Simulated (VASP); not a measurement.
# BP (F-43m) in VASP: further runs

The runs below take BP through single point, with LDA.

Everything below comes from runs of VASP 6.6.1. Logs are shortened: lines on timing, memory, paths and dates and some standing lists are left out, and cuts for length are marked.

### 1 The cell of the first run

It takes space group F-43m (No. 216, cubic). Conventional cell: a = 4.538 Å, b = 4.538 Å, c = 4.538 Å, α = 90.00°, β = 90.00°, γ = 90.00°. Within 2.6 Å of B (site symmetry -43m) lie 4 P at 1.97 Å. P (site symmetry -43m) has 4 B at 1.97 Å within 2.6 Å.

### 2 Single point, LDA

INCAR

```
SYSTEM = BP
PREC = Accurate ; ENCUT = 520
EDIFF = 1E-6 ; ISMEAR = 0
SIGMA = 0.05 ; LREAL = .FALSE.
LASPH = .TRUE. ; NELM = 80
ALGO = Normal ; ISIF = 2
LWAVE = .FALSE. ; LCHARG = .TRUE.
LELF = .TRUE. ; LVHAR = .TRUE.
NBANDS = 11
```

KPOINTS

```
Automatic mesh
0
G
  10 10 10
  0 0 0
```

POSCAR

```
BP
1.0
    0.0000000000      2.2690000000      2.2690000000
    2.2690000000      0.0000000000      2.2690000000
    2.2690000000      2.2690000000      0.0000000000
B P
1 1
Direct
    0.0000000000      0.0000000000      0.0000000000
    0.7500000000      0.7500000000      0.7500000000
```

Potentials or basis: VASP PAW LDA potentials, release 64 (B, P).

Run with:

```bash
$ cat potpaw_LDA.64/B/POTCAR potpaw_LDA.64/P/POTCAR > POTCAR
$ mpirun -np 1 vasp_std > vasp.out
```

OUTCAR:

```text
SYSTEM = BP
   PREC = Accurate
   ENCUT = 520
   EDIFF = 1E-6
   ISMEAR = 0
   LREAL = .FALSE.
   LASPH = .TRUE.
   NELM = 80
   ISIF = 2

 ion  position               nearest neighbor table
   1  0.000  0.000  0.000-   2 1.97   2 1.97   2 1.97   2 1.97
   2  0.750  0.750  0.750-   1 1.97   1 1.97   1 1.97   1 1.97

  LATTYP: Found a face centered cubic cell.
 ALAT       =     4.5380000000

  Lattice vectors:

 A1 = (   0.0000000000,   2.2690000000,   2.2690000000)
 A2 = (   2.2690000000,   0.0000000000,   2.2690000000)
 A3 = (   2.2690000000,   2.2690000000,   0.0000000000)

Analysis of symmetry for initial positions (statically):
=====================================================================
 Subroutine PRICEL returns:
 Original cell was already a primitive cell.

 Routine SETGRP: Setting up the symmetry group for a
 face centered cubic supercell.

 Subroutine GETGRP returns: Found 24 space group operations
 (whereof 24 operations were pure point group operations)
 out of a pool of 48 trial point group operations.

The static configuration has the point symmetry T_d .

Analysis of symmetry for dynamics (positions and initial velocities):
=====================================================================
 Subroutine PRICEL returns:
 Original cell was already a primitive cell.

 Routine SETGRP: Setting up the symmetry group for a
 face centered cubic supercell.

 Subroutine GETGRP returns: Found 24 space group operations
 (whereof 24 operations were pure point group operations)
 out of a pool of 48 trial point group operations.

The dynamic configuration has the point symmetry T_d .

 Subroutine INISYM returns: Found 24 space group operations
 (whereof 24 operations are pure point group operations),
 and found     1 'primitive' translations

----------------------------------------------------------------------------------------

                                     Primitive cell

  volume of cell :      23.3633

  direct lattice vectors                    reciprocal lattice vectors
     0.000000000  2.269000000  2.269000000    -0.220361393  0.220361393  0.220361393
     2.269000000  0.000000000  2.269000000     0.220361393 -0.220361393  0.220361393
     2.269000000  2.269000000  0.000000000     0.220361393  0.220361393 -0.220361393

  length of vectors
     3.208850573  3.208850573  3.208850573     0.381677128  0.381677128  0.381677128

  position of ions in fractional coordinates (direct lattice)
     0.000000000  0.000000000  0.000000000
     0.750000000  0.750000000  0.750000000

  ion indices of the primitive-cell ions
   primitive index   ion index
                 1           1
                 2           2

----------------------------------------------------------------------------------------

 KPOINTS: Automatic mesh

Automatic generation of k-mesh.
 Grid dimensions read from file:
 generate k-points for:   10   10   10

 Generating k-lattice:

  Cartesian coordinates                     Fractional coordinates (reciprocal lattice)
    -0.022036139  0.022036139  0.022036139     0.100000000  0.000000000  0.000000000
     0.022036139 -0.022036139  0.022036139     0.000000000  0.100000000  0.000000000
     0.022036139  0.022036139 -0.022036139     0.000000000  0.000000000  0.100000000

  Length of vectors
     0.038167713  0.038167713  0.038167713

  Shift w.r.t. Gamma in fractional coordinates (k-lattice)
     0.000000000  0.000000000  0.000000000

 Subroutine IBZKPT returns following result:
 ===========================================

 Found     47 irreducible k-points:

 Following reciprocal coordinates:
            Coordinates               Weight
  0.000000  0.000000  0.000000      1.000000
  0.100000  0.000000  0.000000      8.000000
  0.200000  0.000000  0.000000      8.000000
  0.300000  0.000000  0.000000      8.000000
  0.400000  0.000000  0.000000      8.000000
  0.500000  0.000000  0.000000      4.000000
[... 16 lines left out ...]
  0.300000  0.300000  0.000000      6.000000
  0.400000  0.300000  0.000000     24.000000
 [... further k-points ...]
   k-points           NKPTS =     47   k-points in BZ     NKDIM =     47   number of bands    NBANDS=     11
   number of dos      NEDOS =    301   number of ions     NIONS =      2
   total plane-waves  NPLWV =  13824
   dimension x,y,z NGX =    24 NGY =   24 NGZ =   24
   dimension x,y,z NGXF=    48 NGYF=   48 NGZF=   48
   ions per type =               1   1
   NGX,Y,Z   is equivalent  to a cutoff of  12.43, 12.43, 12.43 a.u.
   NGXF,Y,Z  is equivalent  to a cutoff of  24.87, 24.87, 24.87 a.u.
 SYSTEM =  BP
   PREC   = accura    normal or accurate (medium, high low for compatibility)
   ISTART =      0    job   : 0-new  1-cont  2-samecut
   ICHARG =      2    charge: 1-file 2-atom 10-const
   ISPIN  =      1    spin polarized calculation?
   LNONCOLLINEAR =      F non collinear calculations
   LSORBIT =      F    spin-orbit coupling
   LASPH  =      T    aspherical Exc in radial PAW
   ENCUT  =  520.0 eV  38.22 Ry    6.18 a.u.   5.97  5.97  5.97*2*pi/ulx,y,z
   NELM   =     80;   NELMIN=  2; NELMDL= -5     # of ELM steps
   EDIFF  = 0.1E-05   stopping-criterion for ELM
   LREAL  =      F    real-space projection
   EDIFFG = 0.1E-04   stopping-criterion for IOM
   NSW    =      0    number of steps for IOM
   IBRION =     -1    ionic relax: 0-MD 1-quasi-New 2-CG
   NFREE  =      0    steps in history (QN), initial steepest desc. (CG)
   ISIF   =      2    stress and relaxation
   ISYM   =      2    0-nonsym 1-usesym 2-fastsym
   POTIM  = 0.5000    time-step for ionic-motion
   TEBEG  =    0.0;   TEEND  =   0.0 temperature during run
   PSTRESS=    0.0 pullay stress
   NELECT =       8.0000    total number of electrons
   NUPDOWN=      -1.0000    fix difference up-down
   EMIN   =  10.00;   EMAX   =-10.00  energy-range for DOS
   EFERMI =   0.00;   METHOD = LEGACY
   ISMEAR =     0;   SIGMA  =   0.05  broadening in eV -4-tet -1-fermi 0-gaus
   EFERMI_NEDOS =   21; number of points for ismear=-14 and -15
   IALGO  =     38    algorithm
   IMIX   =      4    mixing-type and parameters
     AMIX     =   0.40;   BMIX     =  1.00
     AMIX_MAG =   1.60;   BMIX_MAG =  1.00
  volume/ion in A,a.u.               =      11.68        78.83
  Fermi-wavevector in a.u.,A,eV,Ry     =   1.145320  2.164342 17.847562  1.311759
  Thomas-Fermi vector in A             =   2.282009
   LORBIT       =      0    0 simple, 1 ext, 2 COOP (PROOUT), +10 PAW based schemes
   GGA     = CA    functional components
   LHFCALC =     F    Hartree Fock is set to
   AEXX    =    0.0000 exact exchange contribution
   IVDW    =     0    specifies the selected vdW correction
   LEPSILON=     F    determine dielectric tensor
   LRPA    =     F    only Hartree local field effects (RPA)
 non-spin polarized calculation
 Gauss-broadening in eV      SIGMA  =   0.05
  energy-cutoff  :      520.00
  volume of cell :       23.36
 maximum number of plane-waves:       639
   NGX = 11   NGY = 11   NGZ = 11

 number of electron       8.0000000 magnetization

 Free energy of the ion-electron system (eV)
  ---------------------------------------------------
  ext. energy  EPLUGINS =         0.00000000
  ---------------------------------------------------
  free energy    TOTEN  =       -14.38713830 eV

  energy without entropy =      -14.38713830  energy(sigma->0) =      -14.38713830

 E-fermi :   7.7009     XC(G=0): -11.0880

 val. band max:        7.4060277643   @ k =   0.0000   0.0000   0.0000
 cond. band min:       8.5935885289   @ k =   0.4000   0.4000   0.0000
 fundamental gap:      1.1875607646
 Fermi energy:         7.7009461875

 k-point     1 :       0.0000    0.0000    0.0000
  band No.  band energies     occupation
      1      -7.9842      2.00000
      2       7.4060      2.00000
      3       7.4060      2.00000
      4       7.4060      2.00000
      5      10.7845      0.00000
      6      10.7845      0.00000
      7      10.7845      0.00000
      8      14.7748      0.00000
      9      18.6626      0.00000
     10      19.5875      0.00000
     11      19.5875      0.00000

 k-point     2 :       0.1000    0.0000    0.0000
  band No.  band energies     occupation
      1      -7.8042      2.00000
      2       6.1143      2.00000
      3       7.1124      2.00000
      4       7.1124      2.00000
      5      11.1905      0.00000
      6      11.1905      0.00000
      7      11.2114      0.00000
      8      15.2818      0.00000
      9      18.8687      0.00000
     10      18.8687      0.00000
     11      19.2260      0.00000

 k-point     3 :       0.2000    0.0000    0.0000
  band No.  band energies     occupation
      1      -7.2711      2.00000
      2       3.7834      2.00000
      3       6.5560      2.00000
      4       6.5560      2.00000
      5      11.4136      0.00000
      6      11.9054      0.00000
      7      11.9054      0.00000
      8      16.3942      0.00000
      9      18.2444      0.00000
     10      18.2444      0.00000
     11      20.1055      0.00000

 k-point     4 :       0.3000    0.0000    0.0000
  band No.  band energies     occupation
      1      -6.4140      2.00000
      2       1.4306      2.00000
      3       6.0697      2.00000
      4       6.0697      2.00000
      5      11.3328      0.00000
      6      12.2313      0.00000
      7      12.2313      0.00000
      8      17.2249      0.00000
      9      18.8068      0.00000
     10      18.8068      0.00000
     11      20.4052      0.00000
[... 239 lines left out ...]
 k-point    22 :      -0.2000    0.2000    0.0000
  band No.  band energies     occupation
      1      -6.1232      2.00000
      2       2.2002      2.00000
      3       3.2370      2.00000
      4       6.1694      2.00000
      5      11.8364      0.00000
      6      12.6890      0.00000
      7      13.7405      0.00000
      8      15.6524      0.00000
      9      16.8846      0.00000
     10      20.8542      0.00000
     11      23.0396      0.00000

 k-point    23 :       0.3000    0.3000    0.0000
  band No.  band energies     occupation
      1      -5.8729      2.00000
      2       2.6397      2.00000
      3       4.1922      2.00000
      4       4.1922      2.00000
      5       8.8793      0.00000
      6      11.2334      0.00000
      7      16.1995      0.00000
      8      16.1995      0.00000
      9      20.3602      0.00000
     10      21.8362      0.00000
     11      23.6648      0.00000

 k-point    24 :       0.4000    0.3000    0.0000
  band No.  band energies     occupation
      1      -5.0495      2.00000
      2       1.3181      2.00000
      3       3.3605      2.00000
      4       3.8985      2.00000
      5       9.1649      0.00000
      6      10.9468      0.00000
      7      16.8107      0.00000
      8      16.8189      0.00000
      9      21.2368      0.00000
     10      22.6861      0.00000
     11      24.2422      0.00000

 [... further k-points ...]
[... 5 lines left out ...]
  --------------------------------------------------------------------------------------
  -------------------------------------------------------------------------------------
  Total       -0.7761782     -0.7761782     -0.7761782      0.0000000      0.0000000     -0.0000000
  in kB      -53.2278047    -53.2278047    -53.2278047      0.0000000      0.0000000     -0.0000000
  external PRESSURE =     -53.2278047 kB  Pullay stress =       0.0000000 kB

 VOLUME and BASIS-vectors are now :
 -----------------------------------------------------------------------------
  energy-cutoff  :      520.00
  volume of cell :       23.36
      direct lattice vectors                 reciprocal lattice vectors
     0.000000000  2.269000000  2.269000000    -0.220361393  0.220361393  0.220361393
     2.269000000  0.000000000  2.269000000     0.220361393 -0.220361393  0.220361393
     2.269000000  2.269000000  0.000000000     0.220361393  0.220361393 -0.220361393

 POSITION                                       TOTAL-FORCE (eV/Angst)
 -----------------------------------------------------------------------------------
      0.00000      0.00000      0.00000         0.000000      0.000000      0.000000
      3.40350      3.40350      3.40350        -0.000000     -0.000000     -0.000000
 -----------------------------------------------------------------------------------
    total drift:                               -0.000000     -0.000000     -0.000000

  FREE ENERGIE OF THE ION-ELECTRON SYSTEM (eV)
  ---------------------------------------------------
  free  energy   TOTEN  =       -14.3871382954 eV

  energy  without entropy=      -14.3871382954  energy(sigma->0) =      -14.38713830
```

It took 9.5 s on 1 thread of Intel Xeon 8259CL, shared host; peak memory 0.13 GiB.

Results:

```yaml
Free_energy: -14.3871 eV
Pressure: -5.3 GPa
Band_gap_on_the_k_mesh: 1.19 eV, indirect (least direct gap 3.38 eV)
```

A k mesh can miss the band edges.

[end of part 1 of 2]
